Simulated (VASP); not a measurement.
Set up this calculation in VASP 6.6.1, as the native input.

* Task: single point
* Functional: PBEsol
* Potentials or basis: VASP PAW PBE potentials, release 64 (Pd, Au, Cl)
* Cutoff: 520 eV
* k mesh: 4 × 4 × 4
* Occupations: fermi-dirac, width 0.03 eV
* Spin: no spin polarisation
* Dipole correction: no
* Further INCAR settings: ALGO = Normal; EDIFF = 1e-07; NBANDS = 53

The structure of PdAuCl3 lies in POSCAR:

```
PdAuCl3
1.0
   -3.4341641204      3.4341641204      4.6311787852
    3.4341641204     -3.4341641204      4.6311787852
    3.4341641204      3.4341641204     -4.6311787852
Pd Au Cl
2 2 6
Direct
    0.7500000000      0.2500000000      0.5000000000
    0.2500000000      0.7500000000      0.5000000000
    0.0000000000      0.0000000000      0.0000000000
    0.5000000000      0.5000000000      0.0000000000
    0.8457685892      0.3457685892      0.1915371784
    0.3457685892      0.1542314108      0.5000000000
    0.6542314108      0.8457685892      0.5000000000
    0.1542314108      0.6542314108      0.8084628216
    0.7500000000      0.7500000000      0.0000000000
    0.2500000000      0.2500000000      0.0000000000
```

These files were run (other wordings do the same):

INCAR

```
ALGO = Normal
EDIFF = 1E-7
ENCUT = 520
GGA = PS
ISIF = 2
ISMEAR = -1
LASPH = True
LCHARG = True
LELF = True
LREAL = False
LVHAR = True
LWAVE = False
NBANDS = 53
NELM = 80
PREC = Accurate
SIGMA = 0.03
```

KPOINTS

```
k-points
0
Gamma
  4 4 4
```

Potentials or basis: VASP PAW PBE potentials, release 64 (Pd, Au, Cl).

The run is started by

```sh
$ cat potpaw_PBE.64/Pd/POTCAR potpaw_PBE.64/Au/POTCAR potpaw_PBE.64/Cl/POTCAR > POTCAR
$ mpirun -np 1 vasp_std > vasp.out
```

It gave:

```
Pressure               : -0.1 GPa
Largest force          : 0.004 eV/Å
Band gap on the k mesh : zero (bands 42 and 43 overlap by 0.11 eV)
```

Caveat: the PAW data sets were made with another functional, which shifts forces and pressure a little; spin-orbit coupling is left out, which moves the levels of the heavy elements.

It took 5.7 min on 1 thread of Intel(R) Xeon(R) Platinum 8259CL CPU @ 2.50GHz (Skylake/Cascade Lake), with other jobs on the host, peak memory 0.42 GiB.
